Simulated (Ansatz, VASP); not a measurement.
## One calculation of Si4Sn, two programs

```
Si Sn
1.0
     4.02273    0.00000    0.00000
    -2.01137    3.48379    0.00000
     0.00000    0.00000    8.30419
Si Sn
4 1
Cartesian
  0.0000 0.0000 2.8149
  0.0000 0.0000 5.4893
  0.0000 2.3225 4.1521
  2.0114 1.1613 4.1521
  0.0000 0.0000 0.0000
```

Alike in both runs: functional PBE; k mesh 6 × 6 × 4; occupations gaussian, width 0.1 eV; no spin polarisation.

Ansatz relaxed the structure, and its values are those at the end. VASP's run is a single point on that final structure, the one shown.

|  | VASP | Ansatz |
| --- | --- | --- |
| version | VASP 6.6.1 | Ansatz 0.2.0 |
| potentials or method | VASP PAW PBE potentials, release 64 (Si, Sn_d), cutoff 520 eV | scalar-relativistic, plane waves, PAW |
| valence electrons in the cell | 30 | 30 |

Ansatz gave:

| Quantity | Value |
| --- | --- |
| gap on the k mesh at the Fermi level (eV) | none |
| pressure (GPa) | -0.1 |
| rms of the force components (eV/Å) | 0.011 |

Q: What did VASP give for the same quantities?

A: gap on the k mesh at the Fermi level (eV): none; pressure (GPa): -0.1; rms of the force components (eV/Å): 0.008.

A gap of «none» marks a metal or a gap that the smearing closes. The functional is the same, so the differences come from potentials, cutoffs and numerics.
